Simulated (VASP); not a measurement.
# TiSi2 in VASP: further runs

The runs below take TiSi2 through relaxation of cell and atoms, single point, with PBEsol.

Everything below comes from runs of VASP 6.6.1. Logs are shortened: lines on timing, memory, paths and dates and some standing lists are left out, and cuts for length are marked.

**1. The cell of the first run**

It takes space group Fddd (No. 70, orthorhombic). Conventional cell: a = 4.683 Å, b = 8.040 Å, c = 8.371 Å, α = 90.00°, β = 90.00°, γ = 90.00°. Within 3.3 Å of Ti (site symmetry 222) lie 10 Si at 2.50 to 2.70 Å and 4 Ti at 3.13 Å. Within 3.3 Å of Si (site symmetry 2) lie 9 Si at 2.48 to 3.13 Å and 5 Ti at 2.50 to 2.70 Å.

**2. Relaxation of cell and atoms, PBEsol, target pressure 8 GPa, at which the enthalpy is minimised**

Contents of INCAR:

```
SYSTEM = TiSi2
  ALGO = Normal
  EDIFF = 1E-7
  EDIFFG = -0.008
  ENCUT = 600
  GGA = PS
  IBRION = 2
  ISIF = 3
  ISMEAR = 0
  LASPH = .True.
  LCHARG = .False.
  LREAL = .False.
  LWAVE = .False.
  NELM = 60
  NSW = 70
  PREC = Accurate
  PSTRESS = 80.0
  SIGMA = 0.1
```

Contents of KPOINTS:

```
k-points
0
Gamma
  10 10 10
  0 0 0
```

Contents of POSCAR:

```
TiSi2
1.0
    0.0000000000      4.0199169113      4.1853840994
    2.3416482535      0.0000000000      4.1853840994
    2.3416482535      4.0199169113      0.0000000000
Ti Si
2 4
Direct
    0.7500000000      0.7500000000      0.7500000000
    0.5000000000      0.5000000000      0.5000000000
    0.0860917544      0.4139082456      0.0860917544
    0.4139082456      0.0860917544      0.4139082456
    0.1639082456      0.8360917544      0.1639082456
    0.8360917544      0.1639082456      0.8360917544
```

Potentials or basis: VASP PAW PBE potentials, release 64 (Ti_sv, Si).

Command:

```
$ cat potpaw_PBE.64/Ti_sv/POTCAR potpaw_PBE.64/Si/POTCAR > POTCAR
$ mpirun -np 1 vasp_std > vasp.out
```

OUTCAR:

```text
SYSTEM = TiSi2
   EDIFF = 1E-7
   EDIFFG = -0.008
   ENCUT = 600
   GGA = PS
   IBRION = 2
   ISIF = 3
   ISMEAR = 0
   LASPH = .True.
   LREAL = .False.
   NELM = 60
   NSW = 70
   PREC = Accurate
   PSTRESS = 80.0

 ion  position               nearest neighbor table
   1  0.750  0.750  0.750-   6 2.50   5 2.50   6 2.50   5 2.50   4 2.69   4 2.69   3 2.69   3 2.69
                             3 2.70   4 2.70
   2  0.500  0.500  0.500-   3 2.50   4 2.50   3 2.50   4 2.50   5 2.69   5 2.69   6 2.69   6 2.69
                             5 2.70   6 2.70
   3  0.086  0.414  0.086-   5 2.48   5 2.48   2 2.50   2 2.50   4 2.64   1 2.69   1 2.69   1 2.70
                             4 2.72   4 2.72   6 3.13   6 3.13   6 3.13   6 3.13
   4  0.414  0.086  0.414-   6 2.48   6 2.48   2 2.50   2 2.50   3 2.64   1 2.69   1 2.69   1 2.70
                             3 2.72   3 2.72   5 3.13   5 3.13   5 3.13   5 3.13
   5  0.164  0.836  0.164-   3 2.48   3 2.48   1 2.50   1 2.50   6 2.64   2 2.69   2 2.69   2 2.70
                             6 2.72   6 2.72   4 3.13   4 3.13   4 3.13   4 3.13
   6  0.836  0.164  0.836-   4 2.48   4 2.48   1 2.50   1 2.50   5 2.64   2 2.69   2 2.69   2 2.70
                             5 2.72   5 2.72   3 3.13   3 3.13   3 3.13   3 3.13

  LATTYP: Found a face centered orthorhombic cell.
 ALAT       =     4.6832965070
 B/A-ratio  =     1.7167039948
 C/A-ratio  =     1.7873666949

  Lattice vectors:

 A1 = (   0.0000000000,   4.0199169113,   4.1853840994)
 A2 = (   2.3416482535,   0.0000000000,   4.1853840994)
 A3 = (   2.3416482535,   4.0199169113,   0.0000000000)

Analysis of symmetry for initial positions (statically):
=====================================================================
 Subroutine PRICEL returns:
 Original cell was already a primitive cell.

 Routine SETGRP: Setting up the symmetry group for a
 face centered orthorhombic supercell.

 Subroutine GETGRP returns: Found  8 space group operations
 (whereof  4 operations were pure point group operations)
 out of a pool of  8 trial point group operations.

The static configuration has the point symmetry D_2 .
 The point group associated with its full space group is D_2h.

Analysis of symmetry for dynamics (positions and initial velocities):
=====================================================================
 Subroutine PRICEL returns:
 Original cell was already a primitive cell.

 Routine SETGRP: Setting up the symmetry group for a
 face centered orthorhombic supercell.

 Subroutine GETGRP returns: Found  8 space group operations
 (whereof  4 operations were pure point group operations)
 out of a pool of  8 trial point group operations.

The dynamic configuration has the point symmetry D_2 .
 The point group associated with its full space group is D_2h.

 Subroutine INISYM returns: Found  8 space group operations
 (whereof  4 operations are pure point group operations),
 and found     1 'primitive' translations

----------------------------------------------------------------------------------------

                                     Primitive cell

  volume of cell :      78.7960

  direct lattice vectors                    reciprocal lattice vectors
     0.000000000  4.019916911  4.185384099    -0.213524811  0.124380680  0.119463349
     2.341648253  0.000000000  4.185384099     0.213524811 -0.124380680  0.119463349
     2.341648253  4.019916911  0.000000000     0.213524811  0.124380680 -0.119463349

  length of vectors
     5.803203601  4.795910404  4.652208993     0.274472021  0.274472021  0.274472021

  position of ions in fractional coordinates (direct lattice)
     0.750000000  0.750000000  0.750000000
     0.500000000  0.500000000  0.500000000
     0.086091754  0.413908246  0.086091754
     0.413908246  0.086091754  0.413908246
     0.163908246  0.836091754  0.163908246
     0.836091754  0.163908246  0.836091754

  ion indices of the primitive-cell ions
   primitive index   ion index
                 1           1
                 2           2
                 3           3
                 4           4
                 5           5
                 6           6

----------------------------------------------------------------------------------------

 KPOINTS: k-points

Automatic generation of k-mesh.
 Grid dimensions read from file:
 generate k-points for:   10   10   10

 Generating k-lattice:

  Cartesian coordinates                     Fractional coordinates (reciprocal lattice)
    -0.021352481  0.012438068  0.011946335     0.100000000  0.000000000  0.000000000
     0.021352481 -0.012438068  0.011946335    -0.000000000  0.100000000 -0.000000000
     0.021352481  0.012438068 -0.011946335     0.000000000  0.000000000  0.100000000

  Length of vectors
     0.027447202  0.027447202  0.027447202

  Shift w.r.t. Gamma in fractional coordinates (k-lattice)
     0.000000000  0.000000000  0.000000000

 Subroutine IBZKPT returns following result:
 ===========================================

 Found    171 irreducible k-points:

 Following reciprocal coordinates:
            Coordinates               Weight
  0.000000  0.000000  0.000000      1.000000
  0.100000  0.000000  0.000000      8.000000
  0.200000  0.000000  0.000000      8.000000
  0.300000  0.000000  0.000000      8.000000
  0.400000  0.000000 -0.000000      8.000000
  0.500000  0.000000 -0.000000      4.000000
[... 16 lines left out ...]
  0.300000  0.300000  0.000000      2.000000
  0.400000  0.300000 -0.000000      8.000000
 [... further k-points ...]
   k-points           NKPTS =    171   k-points in BZ     NKDIM =    171   number of bands    NBANDS=     24
   number of dos      NEDOS =    301   number of ions     NIONS =      6
   total plane-waves  NPLWV =  76800
   dimension x,y,z NGX =    48 NGY =   40 NGZ =   40
   dimension x,y,z NGXF=    96 NGYF=   80 NGZF=   80
   ions per type =               2   4
   NGX,Y,Z   is equivalent  to a cutoff of  13.75, 13.87, 14.29 a.u.
   NGXF,Y,Z  is equivalent  to a cutoff of  27.50, 27.73, 28.59 a.u.
 SYSTEM =  TiSi2
   PREC   = accura    normal or accurate (medium, high low for compatibility)
   ISTART =      0    job   : 0-new  1-cont  2-samecut
   ICHARG =      2    charge: 1-file 2-atom 10-const
   ISPIN  =      1    spin polarized calculation?
   LNONCOLLINEAR =      F non collinear calculations
   LSORBIT =      F    spin-orbit coupling
   LASPH  =      T    aspherical Exc in radial PAW
   ENCUT  =  600.0 eV  44.10 Ry    6.64 a.u.  11.59  9.58  9.29*2*pi/ulx,y,z
   NELM   =     60;   NELMIN=  2; NELMDL= -5     # of ELM steps
   EDIFF  = 0.1E-06   stopping-criterion for ELM
   LREAL  =      F    real-space projection
   EDIFFG = -.8E-02   stopping-criterion for IOM
   NSW    =     70    number of steps for IOM
   IBRION =      2    ionic relax: 0-MD 1-quasi-New 2-CG
   NFREE  =      1    steps in history (QN), initial steepest desc. (CG)
   ISIF   =      3    stress and relaxation
   ISYM   =      2    0-nonsym 1-usesym 2-fastsym
   POTIM  = 0.5000    time-step for ionic-motion
   TEBEG  =    0.0;   TEEND  =   0.0 temperature during run
   PSTRESS=   80.0 pullay stress
   NELECT =      40.0000    total number of electrons
   NUPDOWN=      -1.0000    fix difference up-down
   EMIN   =  10.00;   EMAX   =-10.00  energy-range for DOS
   EFERMI =   0.00;   METHOD = LEGACY
   ISMEAR =     0;   SIGMA  =   0.10  broadening in eV -4-tet -1-fermi 0-gaus
   EFERMI_NEDOS =   21; number of points for ismear=-14 and -15
   IALGO  =     38    algorithm
   IMIX   =      4    mixing-type and parameters
     AMIX     =   0.40;   BMIX     =  1.00
     AMIX_MAG =   1.60;   BMIX_MAG =  1.00
  volume/ion in A,a.u.               =      13.13        88.62
  Fermi-wavevector in a.u.,A,eV,Ry     =   1.305951  2.467889 23.204838  1.705507
  Thomas-Fermi vector in A             =   2.436785
   LORBIT       =      0    0 simple, 1 ext, 2 COOP (PROOUT), +10 PAW based schemes
   GGA     = PS    functional components
   LHFCALC =     F    Hartree Fock is set to
   AEXX    =    0.0000 exact exchange contribution
   IVDW    =     0    specifies the selected vdW correction
   LEPSILON=     F    determine dielectric tensor
   LRPA    =     F    only Hartree local field effects (RPA)
 conjugate gradient relaxation of ions
 non-spin polarized calculation
 Gauss-broadening in eV      SIGMA  =   0.10
  energy-cutoff  :      600.00
  volume of cell :       78.80
 maximum number of plane-waves:      2655
 NGX is ok and might be reduce to    48
   NGX = 23   NGY = 19   NGZ = 19

--------------------------------------- Ionic step        1  -------------------------------------------

 number of electron      40.0000002 magnetization

 Free energy of the ion-electron system (eV)
  ---------------------------------------------------
  ext. energy  EPLUGINS =         0.00000000
  ---------------------------------------------------
  free energy    TOTEN  =       -43.58372763 eV

  energy without entropy =      -43.57337419  energy(sigma->0) =      -43.57855091

------------------------ aborting loop because EDIFF is reached ----------------------------------------

  FORCE on cell =-STRESS in cart. coord.  units (eV):
  Direction    XX          YY          ZZ          XY          YZ          ZX
  --------------------------------------------------------------------------------------
  -------------------------------------------------------------------------------------
  Total        4.1088680      3.7757207      4.6038949      0.0000000      0.0000000      0.0000000
  in kB       83.5465880     76.7726254     93.6120889      0.0000000      0.0000000      0.0000000
  external PRESSURE =       4.6437674 kB  Pullay stress =      80.0000000 kB

 VOLUME and BASIS-vectors are now :
 -----------------------------------------------------------------------------
  energy-cutoff  :      600.00
  volume of cell :       78.80
      direct lattice vectors                 reciprocal lattice vectors
     0.000000000  4.019916911  4.185384099    -0.213524811  0.124380680  0.119463349
     2.341648253  0.000000000  4.185384099     0.213524811 -0.124380680  0.119463349
     2.341648253  4.019916911  0.000000000     0.213524811  0.124380680 -0.119463349
[... 180 lines left out ...]
  FREE ENERGIE OF THE ION-ELECTRON SYSTEM (eV)
  ---------------------------------------------------
  free  energy   TOTEN  =       -43.5908380369 eV

  energy  without entropy=      -43.5803152726  energy(sigma->0) =      -43.58557665

  enthalpy is  TOTEN    =       -39.6502898420 eV   P V=        3.9405481949

--------------------------------------- Ionic step        6  -------------------------------------------

 number of electron      40.0000002 magnetization

 Free energy of the ion-electron system (eV)
  ---------------------------------------------------
  ext. energy  EPLUGINS =         0.00000000
  ---------------------------------------------------
  free energy    TOTEN  =       -43.59230164 eV

  energy without entropy =      -43.58178347  energy(sigma->0) =      -43.58704256

 E-fermi :  10.8507     XC(G=0): -12.0967

 val. band max:       10.8419803960   @ k =   0.4000  -0.0000   0.3000
 cond. band min:      10.8595050221   @ k =   0.0000   0.2000   0.2000
 fundamental gap:      0.0175246261
 Fermi energy:        10.8507492145

 k-point     1 :       0.0000    0.0000    0.0000
  band No.  band energies     occupation
      1     -44.9577      2.00000
      2     -44.9188      2.00000
      3     -21.4997      2.00000
      4     -21.4602      2.00000
      5     -21.3780      2.00000
      6     -21.3597      2.00000
[... 16 lines left out ...]
     23      14.2246      0.00000
     24      14.4333      0.00000
[... 598 lines left out ...]
      2     -44.9295      2.00000
      3     -21.4675      2.00000
      4     -21.4440      2.00000
      5     -21.4195      2.00000
      6     -21.3818      2.00000
[... 16 lines left out ...]
     23      13.7483      0.00000
     24      14.1200      0.00000

 [... further k-points ...]

------------------------ aborting loop because EDIFF is reached ----------------------------------------

  FORCE on cell =-STRESS in cart. coord.  units (eV):
  Direction    XX          YY          ZZ          XY          YZ          ZX
  --------------------------------------------------------------------------------------
  -------------------------------------------------------------------------------------
  Total        3.9431502      3.9561428      3.9345945      0.0000000      0.0000000      0.0000000
  in kB       80.0232941     80.2869701     79.8496622      0.0000000      0.0000000      0.0000000
  external PRESSURE =       0.0533088 kB  Pullay stress =      80.0000000 kB

 VOLUME and BASIS-vectors are now :
 -----------------------------------------------------------------------------
  energy-cutoff  :      600.00
  volume of cell :       78.95
      direct lattice vectors                 reciprocal lattice vectors
     0.000000000  4.015398913  4.196660092    -0.213449438  0.124520629  0.119142363
     2.342475130  0.000000000  4.196660092     0.213449438 -0.124520629  0.119142363
     2.342475130  4.015398913  0.000000000     0.213449438  0.124520629 -0.119142363

 POSITION                                       TOTAL-FORCE (eV/Angst)
 -----------------------------------------------------------------------------------
      3.51371      6.02310      6.29499        -0.000000      0.000000     -0.000000
      2.34248      4.01540      4.19666         0.000000     -0.000000     -0.000000
      1.17124      0.69080      2.09833         0.000000     -0.005123      0.000000
      1.17124      3.32460      2.09833         0.000000      0.005123      0.000000
      2.34248      1.31690      4.19666         0.000000      0.005123     -0.000000
      2.34248      6.71390      4.19666         0.000000     -0.005123     -0.000000
 -----------------------------------------------------------------------------------
    total drift:                               -0.000000     -0.000000      0.000000

  FREE ENERGIE OF THE ION-ELECTRON SYSTEM (eV)
  ---------------------------------------------------
  free  energy   TOTEN  =       -43.5923016373 eV

  energy  without entropy=      -43.5817834746  energy(sigma->0) =      -43.58704256

  enthalpy is  TOTEN    =       -39.6502992669 eV   P V=        3.9420023703

 reached required accuracy - stopping structural energy minimisation
```

It took 22 min on 1 thread of AMD EPYC 9R45 (Zen 5), shared host; peak memory 0.5 GiB.

What came out:

* Free energy: -43.5923 eV
* Relaxed volume: 13.16 Å³/atom
* Relaxed cell: a = 5.808 Å, b = 4.806 Å, c = 4.649 Å, α = 75.78°, β = 53.33°, γ = 50.88°
* Space group after relaxing (to 0.1 Å): Fddd (No. 70)
* Energy change on relaxing (the run minimises the enthalpy): -1.4 meV/atom
* Ionic steps: 6
* Pressure after relaxing: 8.0 GPa
* Largest force after relaxing: 0.005 eV/Å
* Band gap on the k mesh: zero (bands 20 and 21 overlap by 1.98 eV)

Forces on the atoms (eV/Å):
```
Ti   0.000  0.000  0.000
Ti   0.000  0.000  0.000
Si   0.000 -0.005  0.000
Si   0.000  0.005  0.000
Si   0.000  0.005  0.000
Si   0.000 -0.005  0.000
```

The path:
```csv
step,energy change (eV),largest force (eV/Å),pressure (GPa),volume (Å³)
1,0.0000,0.0149,8.46,78.80
2,-0.0215,0.0004,7.26,79.23
3,-0.0113,0.0076,7.89,79.00
4,-0.0116,0.0075,7.87,79.01
5,-0.0071,0.0041,8.06,78.92
6,-0.0086,0.0051,8.01,78.95
```

Final structure:
```
Ti Si
1.0
     0.00000    4.01540    4.19666
     2.34248    0.00000    4.19666
     2.34248    4.01540    0.00000
Ti Si
2 4
Direct
  0.75000 0.75000 0.75000
  0.50000 0.50000 0.50000
  0.08602 0.41398 0.08602
  0.41398 0.08602 0.41398
  0.16398 0.83602 0.16398
  0.83602 0.16398 0.83602
```

Caveat: the cell is relaxed towards a set pressure, so the run minimises the enthalpy, not the energy; the PAW data sets were made with another functional, which shifts forces and pressure a little.

**3. Single point, PBEsol (biaxial strain in the a-b plane: -1.0 %, then relaxed in part)**

Contents of INCAR:

```
ALGO = Normal
EDIFF = 1E-7
ENCUT = 520
GGA = PS
ISIF = 2
ISMEAR = 0
LASPH = T
LCHARG = F
LREAL = F
LUSENCCL = F
LWAVE = F
NBANDS = 29
NELM = 80
PREC = Accurate
SIGMA = 0.1
```

Contents of KPOINTS:

```
k-points
0
Gamma
  10 10 10
```

Contents of POSCAR:

```
TiSi2
1.0
   -0.0046159040      4.0474654340      4.2081484249
    2.3513130490     -0.0033486097      4.2087862387
    2.3960894075      4.0742076944     -0.0284246368
Ti Si
2 4
Direct
    0.7497076435      0.7511668163      0.7476396241
    0.5002923565      0.4988331837      0.5023603759
    0.0851394365      0.4150286549      0.0841980171
    0.4133684080      0.0864571368      0.4119371458
    0.1648605635      0.8349713451      0.1658019829
    0.8366315920      0.1635428632      0.8380628542
```

Potentials or basis: VASP PAW PBE potentials, release 64 (Ti_sv, Si).

Command:

```
$ cat potpaw_PBE.64/Ti_sv/POTCAR potpaw_PBE.64/Si/POTCAR > POTCAR
$ mpirun -np 1 vasp_std > vasp.out
```

Wall time 19 min (1 × NVIDIA H100 80GB with 1 thread of AMD EPYC 7R13 (Zen 3), shared host); peak memory 2 GiB.

The run converged. Its results:

```yaml
Free_energy: -43.6661 eV
Pressure: 2.5 GPa
Band_gap_on_the_k_mesh: zero (bands 20 and 21 overlap by 1.92 eV)
```

Stress tensor (GPa, compression positive):
```
 1.63 -1.25  1.40
-1.25  2.76  0.54
 1.40  0.54  3.26
```

Levels at points of the mesh, in eV from the Fermi level:
| k point | band 18 | band 19 | band 20 | band 21 | band 22 | band 23 |
| --- | --- | --- | --- | --- | --- | --- |
| (0.00, 0.00, 0.00) | -2.02 | -1.79 | -1.38 | -0.94 | 2.13 | 3.19 |
| (0.50, 0.00, 0.00) | -1.07 | -0.04 | 0.10 | 1.11 | 1.43 | 1.69 |
| (0.00, 0.50, 0.00) | -1.06 | -0.04 | 0.19 | 1.07 | 1.41 | 1.85 |
| (0.50, 0.50, 0.00) | -1.52 | -1.05 | -1.01 | 0.80 | 0.80 | 3.32 |
| (0.00, 0.00, 0.50) | -1.16 | -0.01 | 0.11 | 1.04 | 1.43 | 1.81 |
| (0.50, 0.00, 0.50) | -2.30 | -0.89 | -0.85 | 1.30 | 1.38 | 3.43 |
| (0.00, 0.50, 0.50) | -1.17 | -0.63 | -0.63 | 0.89 | 0.92 | 2.40 |
| (0.50, 0.50, 0.50) | -1.13 | -0.07 | 0.15 | 1.06 | 1.43 | 1.74 |

Caveat: the cell differs from its parent crystal (biaxial strain in the a-b plane: -1.0 %, then relaxed in part); the PAW data sets were made with another functional, which shifts forces and pressure a little.

(Continued in part 2 of 2.)
